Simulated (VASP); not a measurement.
HfN: single point with r2SCAN

Crystal: HfN.

```xyz
2
Lattice="0.0000 2.2627 2.2627 2.2627 0.0000 2.2627 2.2627 2.2627 0.0000" Properties=species:S:1:pos:R:3 pbc="T T T"
Hf    0.0000    0.0000    0.0000
N     2.2627    2.2627    2.2627
```

```yaml
Program: VASP 6.6.1
Task: single point
Functional: r2SCAN
Potentials_or_basis: VASP PAW PBE potentials, release 64 (Hf_pv, N)
Cutoff: 520 eV
k_mesh: 16 × 16 × 16
Occupations: gaussian, width 0.1 eV
Spin: no spin polarisation
```

```
Pressure               : -2.7 GPa
Band gap on the k mesh : zero (an odd number of electrons rules out a gap without spin polarisation)
```

Levels at points of the mesh, in eV from the Fermi level:
```tsv
k point	band 4	band 5	band 6	band 7	band 8	band 9	band 10	band 11	band 12	band 13
(0.00, 0.00, 0.00)	-18.67	-3.42	-3.42	-3.42	-0.34	-0.34	-0.34	2.00	2.00	2.01
(0.50, 0.00, 0.00)	-16.01	-9.31	-6.62	-6.62	3.36	3.75	3.75	4.58	9.02	9.02
(0.50, 0.50, 0.00)	-17.62	-5.94	-4.13	-4.13	-3.87	4.11	5.52	5.52	5.75	8.43
```

Run time: 2.1 min on 1 thread of AMD EPYC 9R45 96-Core Processor (Zen 5), with other jobs on the host, peak memory 0.15 GiB.

Caveat: the PAW data sets were made with another functional, which shifts forces and pressure a little; spin-orbit coupling is left out, which moves the levels of the heavy elements; an odd number of electrons without spin polarisation forces a metal; a magnetic or distorted state may lie lower.
